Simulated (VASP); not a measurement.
A run of VASP 6.6.1:

Contents of INCAR:

```
PREC     = Accurate       # precision mode
ENCUT    = 520            # plane-wave cutoff, eV
EDIFF    = 1E-6           # SCF threshold, eV
ISMEAR   = 0              # smearing method
SIGMA    = 0.15           # smearing width, eV
LREAL    = False          # projectors in reciprocal space
LASPH    = True           # aspherical terms in the spheres
NELM     = 100            # most SCF steps
ALGO     = Normal         # electronic algorithm
ISIF     = 2              # what is computed and relaxed
LWAVE    = False          # write WAVECAR
LCHARG   = True           # write CHGCAR
GGA      = PS             # functional
LELF     = True           # ELF
LVHAR    = True         
NBANDS   = 10             # bands
```

KPOINTS

```
Automatic mesh
0
Gamma
  20 20 20
```

The input POSCAR:

```
Os
1.0
    0.0000000000      1.9158250000      1.8866500000
    1.9158250000      0.0000000000      1.8866500000
    1.9158250000      1.9158250000      0.0000000000
Os
1
Direct
    0.0000000000      0.0000000000      0.0000000000
```

Potentials or basis: VASP PAW PBE potentials, release 64 (Os).

Run with:

```bash
$ cat potpaw_PBE.64/Os/POTCAR > POTCAR
$ mpirun -np 1 vasp_std > vasp.out
```

Hardware: 1 thread of Intel(R) Xeon(R) Platinum 8559C (Emerald Rapids) (shared host).

Task: How long does it take, and how much memory?

Result: It took 63 s on 1 thread of Intel(R) Xeon(R) Platinum 8559C (Emerald Rapids), with other jobs on the host, peak memory 0.21 GiB. Counts: scf iterations 12, k points 641.
